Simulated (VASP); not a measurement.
# ZnO (P6_3mc) in VASP: relaxation of cell and atoms with r2SCAN

Aim: the relaxation of cell and atoms of ZnO with r2SCAN.

Everything below comes from runs of VASP 6.6.1. Logs are shortened: lines on timing, memory, paths and dates and some standing lists are left out, and cuts for length are marked.

### 1 The cell of the first run

It takes space group P6_3mc (No. 186, hexagonal). Conventional cell: a = 3.249 Å, b = 3.249 Å, c = 5.206 Å, α = 90.00°, β = 90.00°, γ = 120.00°. Within 2.6 Å of Zn (site symmetry 3m) lie 4 O at 1.97 to 1.98 Å. Within 2.6 Å of O (site symmetry 3m) lie 4 Zn at 1.97 to 1.98 Å.

### 2 Relaxation of cell and atoms, r2SCAN

Input file POSCAR:

```
ZnO
1.0
    3.2493080000      0.0000000000      0.0000000000
   -1.6246540000      2.8139832727      0.0000000000
    0.0000000000      0.0000000000      5.2057090000
Zn O
2 2
Direct
    0.3333333333      0.6666666667      0.5000000000
    0.6666666667      0.3333333333      0.0000000000
    0.6666666667      0.3333333333      0.3790100000
    0.3333333333      0.6666666667      0.8790100000
```

Input file INCAR.step1:

```
SYSTEM = ZnO
ALGO     = Normal         ! electronic algorithm
EDIFF    = 1E-4           ! SCF threshold, eV
ENCUT    = 600            ! plane-wave cutoff, eV
GGA      = PE             ! functional
ISMEAR   = -1             ! smearing method
LASPH    = .True.         ! aspherical terms in the spheres
LCHARG   = .False.        ! write CHGCAR
LREAL    = .False.        ! projectors in reciprocal space
LWAVE    = .True.         ! write WAVECAR
NELM     = 100            ! most SCF steps
PREC     = Accurate       ! precision mode
SIGMA    = 0.1            ! smearing width, eV
```

Input file INCAR.step2:

```
SYSTEM = ZnO
ALGO     = Normal         ! electronic algorithm
EDIFF    = 1E-6           ! SCF threshold, eV
EDIFFG   = -0.002         ! ionic threshold
ENCUT    = 600            ! plane-wave cutoff, eV
IBRION   = 2              ! ionic algorithm
ISIF     = 3              ! what is computed and relaxed
ISMEAR   = -1             ! smearing method
ISTART   = 1            
LASPH    = .True.         ! aspherical terms in the spheres
LCHARG   = .False.        ! write CHGCAR
LMIXTAU  = .True.       
LREAL    = .False.        ! projectors in reciprocal space
LWAVE    = .False.        ! write WAVECAR
METAGGA  = R2SCAN         ! meta-GGA
NELM     = 100            ! most SCF steps
NSW      = 100            ! ionic steps
PREC     = Accurate       ! precision mode
SIGMA    = 0.1            ! smearing width, eV
```

Input file KPOINTS:

```
k-points
0
Gamma
  12 12 8
  0 0 0
```

Potentials or basis: VASP PAW PBE potentials, release 64 (Zn, O).

Launch:

```
> cat potpaw_PBE.64/Zn/POTCAR potpaw_PBE.64/O/POTCAR > POTCAR
> cp INCAR.step1 INCAR
> mpirun -np 1 vasp_std > vasp.out
> cp INCAR.step2 INCAR
> mpirun -np 1 vasp_std > vasp.out
```

OUTCAR:

```text
SYSTEM = ZnO
   EDIFF = 1E-6
   EDIFFG = -0.002
   ENCUT = 600
   IBRION = 2
   ISIF = 3
   ISMEAR = -1
   ISTART = 1
   LASPH = .True.
   LREAL = .False.
   METAGGA = R2SCAN
   NELM = 100
   NSW = 100
   PREC = Accurate

 ion  position               nearest neighbor table
   1  0.333  0.667  0.500-   4 1.97   3 1.98   3 1.98   3 1.98
   2  0.667  0.333  0.000-   3 1.97   4 1.98   4 1.98   4 1.98
   3  0.667  0.333  0.379-   2 1.97   1 1.98   1 1.98   1 1.98
   4  0.333  0.667  0.879-   1 1.97   2 1.98   2 1.98   2 1.98

  LATTYP: Found a hexagonal cell.
 ALAT       =     3.2493080000
 C/A-ratio  =     1.6020977390

  Lattice vectors:

 A1 = (   3.2493080000,   0.0000000000,   0.0000000000)
 A2 = (  -1.6246540000,   2.8139832727,   0.0000000000)
 A3 = (   0.0000000000,   0.0000000000,   5.2057090000)

Analysis of symmetry for initial positions (statically):
=====================================================================
 Subroutine PRICEL returns:
 Original cell was already a primitive cell.

 Routine SETGRP: Setting up the symmetry group for a
 hexagonal supercell.

 Subroutine GETGRP returns: Found 12 space group operations
 (whereof  6 operations were pure point group operations)
 out of a pool of 24 trial point group operations.

The static configuration has the point symmetry C_3v.
 The point group associated with its full space group is C_6v.

Analysis of symmetry for dynamics (positions and initial velocities):
=====================================================================
 Subroutine PRICEL returns:
 Original cell was already a primitive cell.

 Routine SETGRP: Setting up the symmetry group for a
 hexagonal supercell.

 Subroutine GETGRP returns: Found 12 space group operations
 (whereof  6 operations were pure point group operations)
 out of a pool of 24 trial point group operations.

The dynamic configuration has the point symmetry C_3v.
 The point group associated with its full space group is C_6v.

 Subroutine INISYM returns: Found 12 space group operations
 (whereof  6 operations are pure point group operations),
 and found     1 'primitive' translations

----------------------------------------------------------------------------------------

                                     Primitive cell

  volume of cell :      47.5984

  direct lattice vectors                    reciprocal lattice vectors
     3.249308000  0.000000000  0.000000000     0.307757836  0.177684070  0.000000000
    -1.624654000  2.813983273  0.000000000     0.000000000  0.355368139  0.000000000
     0.000000000  0.000000000  5.205709000     0.000000000  0.000000000  0.192096792

  length of vectors
     3.249308000  3.249308000  5.205709000     0.355368139  0.355368139  0.192096792

  position of ions in fractional coordinates (direct lattice)
     0.333333333  0.666666667  0.500000000
     0.666666667  0.333333333  0.000000000
     0.666666667  0.333333333  0.379010000
     0.333333333  0.666666667  0.879010000

  ion indices of the primitive-cell ions
   primitive index   ion index
                 1           1
                 2           2
                 3           3
                 4           4

----------------------------------------------------------------------------------------

 KPOINTS: k-points

Automatic generation of k-mesh.
 Grid dimensions read from file:
 generate k-points for:   12   12    8

 Generating k-lattice:

  Cartesian coordinates                     Fractional coordinates (reciprocal lattice)
     0.025646486  0.014807006  0.000000000     0.083333333  0.000000000  0.000000000
     0.000000000  0.029614012  0.000000000     0.000000000  0.083333333  0.000000000
     0.000000000  0.000000000  0.024012099     0.000000000  0.000000000  0.125000000

  Length of vectors
     0.029614012  0.029614012  0.024012099

  Shift w.r.t. Gamma in fractional coordinates (k-lattice)
     0.000000000  0.000000000  0.000000000

 Subroutine IBZKPT returns following result:
 ===========================================

 Found     95 irreducible k-points:

 Following reciprocal coordinates:
            Coordinates               Weight
  0.000000  0.000000  0.000000      1.000000
  0.083333  0.000000  0.000000      6.000000
  0.166667  0.000000  0.000000      6.000000
  0.250000  0.000000  0.000000      6.000000
  0.333333 -0.000000  0.000000      6.000000
  0.416667  0.000000  0.000000      6.000000
[... 16 lines left out ...]
  0.250000  0.000000  0.125000     12.000000
  0.333333 -0.000000  0.125000     12.000000
 [... further k-points ...]
   k-points           NKPTS =     95   k-points in BZ     NKDIM =     95   number of bands    NBANDS=     22
   number of dos      NEDOS =    301   number of ions     NIONS =      4
   total plane-waves  NPLWV =  32928
   dimension x,y,z NGX =    28 NGY =   28 NGZ =   42
   dimension x,y,z NGXF=    56 NGYF=   56 NGZF=   84
   ions per type =               2   2
   NGX,Y,Z   is equivalent  to a cutoff of  14.33, 14.33, 13.41 a.u.
   NGXF,Y,Z  is equivalent  to a cutoff of  28.65, 28.65, 26.83 a.u.
 SYSTEM =  ZnO
   PREC   = accura    normal or accurate (medium, high low for compatibility)
   ISTART =      1    job   : 0-new  1-cont  2-samecut
   ICHARG =      0    charge: 1-file 2-atom 10-const
   ISPIN  =      1    spin polarized calculation?
   LNONCOLLINEAR =      F non collinear calculations
   LSORBIT =      F    spin-orbit coupling
   LASPH  =      T    aspherical Exc in radial PAW
   ENCUT  =  600.0 eV  44.10 Ry    6.64 a.u.   6.49  6.49 10.40*2*pi/ulx,y,z
   NELM   =    100;   NELMIN=  2; NELMDL=  0     # of ELM steps
   EDIFF  = 0.1E-05   stopping-criterion for ELM
   LREAL  =      F    real-space projection
   EDIFFG = -.2E-02   stopping-criterion for IOM
   NSW    =    100    number of steps for IOM
   IBRION =      2    ionic relax: 0-MD 1-quasi-New 2-CG
   NFREE  =      1    steps in history (QN), initial steepest desc. (CG)
   ISIF   =      3    stress and relaxation
   ISYM   =      2    0-nonsym 1-usesym 2-fastsym
   POTIM  = 0.5000    time-step for ionic-motion
   TEBEG  =    0.0;   TEEND  =   0.0 temperature during run
   PSTRESS=    0.0 pullay stress
   NELECT =      36.0000    total number of electrons
   NUPDOWN=      -1.0000    fix difference up-down
   EMIN   =  10.00;   EMAX   =-10.00  energy-range for DOS
   EFERMI =   0.00;   METHOD = LEGACY
   ISMEAR =    -1;   SIGMA  =   0.10  broadening in eV -4-tet -1-fermi 0-gaus
   EFERMI_NEDOS =   21; number of points for ismear=-14 and -15
   IALGO  =     38    algorithm
   IMIX   =      4    mixing-type and parameters
     AMIX     =   0.40;   BMIX     =  1.00
     AMIX_MAG =   1.60;   BMIX_MAG =  1.00
  volume/ion in A,a.u.               =      11.90        80.30
  Fermi-wavevector in a.u.,A,eV,Ry     =   1.491574  2.818667 30.270160  2.224794
  Thomas-Fermi vector in A             =   2.604212
   LORBIT       =      0    0 simple, 1 ext, 2 COOP (PROOUT), +10 PAW based schemes
   METAGGA = R2SCAN    functional components
   LHFCALC =     F    Hartree Fock is set to
   AEXX    =    0.0000 exact exchange contribution
   IVDW    =     0    specifies the selected vdW correction
   LEPSILON=     F    determine dielectric tensor
   LRPA    =     F    only Hartree local field effects (RPA)
 conjugate gradient relaxation of ions
 non-spin polarized calculation
  energy-cutoff  :      600.00
  volume of cell :       47.60
 maximum number of plane-waves:      1617
 NGX is ok and might be reduce to    28
   NGX = 13   NGY = 13   NGZ = 21

--------------------------------------- Ionic step        1  -------------------------------------------

 number of electron      36.0000008 magnetization

 Free energy of the ion-electron system (eV)
  ---------------------------------------------------
  ext. energy  EPLUGINS =         0.00000000
  ---------------------------------------------------
  free energy    TOTEN  =       -36.32306852 eV

  energy without entropy =      -36.32303131  energy(sigma->0) =      -36.32304991

------------------------ aborting loop because EDIFF is reached ----------------------------------------

  FORCE on cell =-STRESS in cart. coord.  units (eV):
  Direction    XX          YY          ZZ          XY          YZ          ZX
  --------------------------------------------------------------------------------------
  -------------------------------------------------------------------------------------
  Total       -0.2706375     -0.2706375      0.1818431      0.0000000      0.0000000      0.0000000
  in kB       -9.1097473     -9.1097473      6.1208979      0.0000000      0.0000000      0.0000000
  external PRESSURE =      -4.0328655 kB  Pullay stress =       0.0000000 kB
[... 95 lines left out ...]
  FREE ENERGIE OF THE ION-ELECTRON SYSTEM (eV)
  ---------------------------------------------------
  free  energy   TOTEN  =       -36.3243304203 eV

  energy  without entropy=      -36.3242937617  energy(sigma->0) =      -36.32431209

[... ionic steps 4 to 17 ...]

--------------------------------------- Ionic step       18  -------------------------------------------

 number of electron      36.0000009 magnetization

------------------------ aborting loop because EDIFF is reached ----------------------------------------

  FORCE on cell =-STRESS in cart. coord.  units (eV):
  Direction    XX          YY          ZZ          XY          YZ          ZX
  --------------------------------------------------------------------------------------
  -------------------------------------------------------------------------------------
  Total       -0.0172880     -0.0172880      0.0326328      0.0000000      0.0000000      0.0000000
  in kB       -0.5835965     -0.5835965      1.1016001      0.0000000      0.0000000      0.0000000
  external PRESSURE =      -0.0218643 kB  Pullay stress =       0.0000000 kB
[... 61 lines left out ...]
  energy  without entropy=      -36.3243194960  energy(sigma->0) =      -36.32433802

--------------------------------------- Ionic step       20  -------------------------------------------

 number of electron      36.0000009 magnetization

 Free energy of the ion-electron system (eV)
  ---------------------------------------------------
  ext. energy  EPLUGINS =         0.00000000
  ---------------------------------------------------
  free energy    TOTEN  =       -36.32436536 eV

  energy without entropy =      -36.32432826  energy(sigma->0) =      -36.32434681

 E-fermi :   1.6608     XC(G=0): -11.6788

 val. band max:        0.8734870900   @ k =   0.0000   0.0000   0.0000
 cond. band min:       2.1016495937   @ k =   0.0000   0.0000   0.0000
 fundamental gap:      1.2281625037
 Fermi energy:         1.6608120073

 k-point     1 :       0.0000    0.0000    0.0000
  band No.  band energies     occupation
      1     -18.2329      2.00000
      2     -17.5440      2.00000
      3      -4.9587      2.00000
      4      -4.9587      2.00000
      5      -4.9099      2.00000
      6      -4.8447      2.00000
[... 574 lines left out ...]
      6      -4.5432      2.00000
[... 14 lines left out ...]
     21       9.7096      0.00000
     22      10.3960      0.00000

 [... further k-points ...]

------------------------ aborting loop because EDIFF is reached ----------------------------------------

  FORCE on cell =-STRESS in cart. coord.  units (eV):
  Direction    XX          YY          ZZ          XY          YZ          ZX
  --------------------------------------------------------------------------------------
  -------------------------------------------------------------------------------------
  Total        0.0003901      0.0003901      0.0071022      0.0000000      0.0000000      0.0000000
  in kB        0.0131701      0.0131701      0.2397723      0.0000000      0.0000000      0.0000000
  external PRESSURE =       0.0887042 kB  Pullay stress =       0.0000000 kB
[... 19 lines left out ...]
  FREE ENERGIE OF THE ION-ELECTRON SYSTEM (eV)
  ---------------------------------------------------
  free  energy   TOTEN  =       -36.3243653633 eV

  energy  without entropy=      -36.3243282621  energy(sigma->0) =      -36.32434681

 reached required accuracy - stopping structural energy minimisation
```

Wall time 35 min (1 thread of Intel Xeon 6975P-C (Granite Rapids), shared host); peak memory 0.27 GiB.

Results:

| Item | Value |
| --- | --- |
| Free energy | -36.3244 eV |
| Relaxed volume | 11.86 Å³/atom |
| Relaxed cell | a = 3.240 Å, b = 3.240 Å, c = 5.221 Å, α = 90.00°, β = 90.00°, γ = 120.00° |
| Space group after relaxing (to 0.1 Å) | P6_3mc (No. 186) |
| Energy gained by relaxing | 0.3 meV/atom |
| Ionic steps | 20 |
| Pressure after relaxing | 0.0 GPa |
| Band gap on the k mesh | 1.23 eV |

The path:
| step | energy change (eV) | largest force (eV/Å) | pressure (GPa) | volume (Å³) |
| --- | --- | --- | --- | --- |
| 1 | 0.0000 | 0.0657 | -0.40 | 47.60 |
| 2 | -0.0012 | 0.0288 | 0.21 | 47.39 |
| 3 | -0.0013 | 0.0092 | 0.08 | 47.44 |
| 4 | -0.0013 | 0.0045 | 0.04 | 47.45 |
| 5 | -0.0013 | 0.0061 | 0.08 | 47.44 |
| 6 | -0.0012 | 0.0092 | -0.05 | 47.48 |
| 7 | -0.0012 | 0.0095 | -0.01 | 47.47 |
| 8 | -0.0013 | 0.0036 | -0.06 | 47.48 |
| 9 | -0.0012 | 0.0008 | -0.10 | 47.48 |
| 10 | -0.0013 | 0.0016 | 0.00 | 47.48 |
| 11 | -0.0013 | 0.0011 | -0.05 | 47.48 |
| 12 | -0.0013 | 0.0012 | -0.05 | 47.48 |
| 13 | -0.0013 | 0.0015 | -0.06 | 47.48 |
| 14 | -0.0013 | 0.0021 | -0.04 | 47.47 |
| 15 | -0.0013 | 0.0031 | 0.01 | 47.47 |
| 16 | -0.0013 | 0.0043 | -0.01 | 47.46 |
| 17 | -0.0013 | 0.0078 | 0.02 | 47.45 |
| 18 | -0.0013 | 0.0051 | 0.00 | 47.46 |
| 19 | -0.0013 | 0.0021 | 0.03 | 47.46 |
| 20 | -0.0013 | 0.0014 | 0.01 | 47.46 |

Final structure:
```
Zn O
1.0
     3.23986    0.00000    0.00000
    -1.61993    2.80580    0.00000
     0.00000    0.00000    5.22062
Zn O
2 2
Direct
  0.33333 0.66667 0.49986
  0.66667 0.33333 0.99986
  0.66667 0.33333 0.37915
  0.33333 0.66667 0.87915
```

Caveat: the PAW data sets were made with another functional, which shifts forces and pressure a little. A k mesh can miss the band edges.
